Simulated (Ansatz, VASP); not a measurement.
**One calculation of ZnO, two programs**

The input POSCAR:

```
ZnO
1.0
    3.2879671587      0.0000000000      0.0000000000
   -1.6439835793      2.8474630862      0.0000000000
    0.0000000000      0.0000000000      7.1304413500
Zn O
2 2
Direct
    0.0000000000      0.0000000000      0.2500000000
    0.0000000000      0.0000000000      0.7500000000
    0.6666666667      0.3333333333      0.7500000000
    0.3333333333      0.6666666667      0.2500000000
```

File INCAR.step1:

```
PREC = Accurate ; ENCUT = 520
ISMEAR = -1 ; SIGMA = 0.05
LREAL = False ; LASPH = True
NELM = 100 ; NBANDS = 26
GGA = PE ; ALGO = Normal
EDIFF = 1E-4 ; LWAVE = True
LCHARG = False
```

INCAR.step2

```
PREC = Accurate ; ENCUT = 520
EDIFF = 1E-6 ; ISMEAR = -1
SIGMA = 0.05 ; LREAL = False
LASPH = True ; NELM = 100
ALGO = Normal ; ISIF = 2
LWAVE = False ; LCHARG = False
METAGGA = R2SCAN ; LMIXTAU = True
NBANDS = 26 ; ISTART = 1
```

KPOINTS

```
regular mesh
0
Gamma
  9 9 4
```

input.yaml

```yaml
crystal:
  lattice:
    - [3.2879671587, 0.0, 0.0]
    - [-1.6439835793, 2.8474630862, 0.0]
    - [0.0, 0.0, 7.13044135]
  atoms:
    - { symbol: Zn, position: [0.0, 0.0, 0.25] }
    - { symbol: Zn, position: [0.0, 0.0, 0.75] }
    - { symbol: O, position: [0.6666666667, 0.3333333333, 0.75] }
    - { symbol: O, position: [0.3333333333, 0.6666666667, 0.25] }
hamiltonian:
  xc: r2scan
  pseudopotentials: { kind: paw }
kpoints:
  mp_grid: { grid: [9, 9, 4] }
  band_path:
    path:
      - [[0.0, 0.0, 0.0], [0.5, 0.0, 0.0], [0.3333333333, 0.3333333333, 0.0], [0.0, 0.0, 0.0], [0.0, 0.0, 0.5], [0.5, 0.0, 0.5], [0.3333333333, 0.3333333333, 0.5], [0.0, 0.0, 0.5]]
      - [[0.5, 0.0, 0.5], [0.5, 0.0, 0.0]]
      - [[0.3333333333, 0.3333333333, 0.0], [0.3333333333, 0.3333333333, 0.5]]
    npoints: 14
scf:
  occupations: { method: fermi_dirac, width: 0.05 }
  n_extra_bands: 10
output:
  forces: true
  stress: true
  eigenvalues: true
  fatbands: true
  write_density: true
  write_potential: true
  elf: true
  volumetric_format: npy
```

Alike in both runs: functional r2SCAN; k mesh 9 × 9 × 4; occupations fermi-dirac, width 0.05 eV; no spin polarisation.

|  | VASP | Ansatz |
| --- | --- | --- |
| version | VASP 6.6.1 | Ansatz 0.2.0 |
| potentials or method | VASP PAW PBE potentials, release 64 (Zn, O) | Ansatz PAW |
| plane-wave cutoff (eV) | 520 | 500 |
| valence electrons in the cell | 36 | 36 |
| task | single point | band structure |

```tsv
	VASP	Ansatz	Ansatz less VASP
gap on the k mesh at the Fermi level (eV)	1.14	1.12	-0.012
least direct gap on the mesh (eV)	1.14	1.12	-0.012
pressure (GPa)	-3.4	-4.4	-1.06
traceless stress, the component that is largest in VASP (GPa)	2.31	3.20	+0.885
```

VASP's potentials were made for PBE, not for r2SCAN.
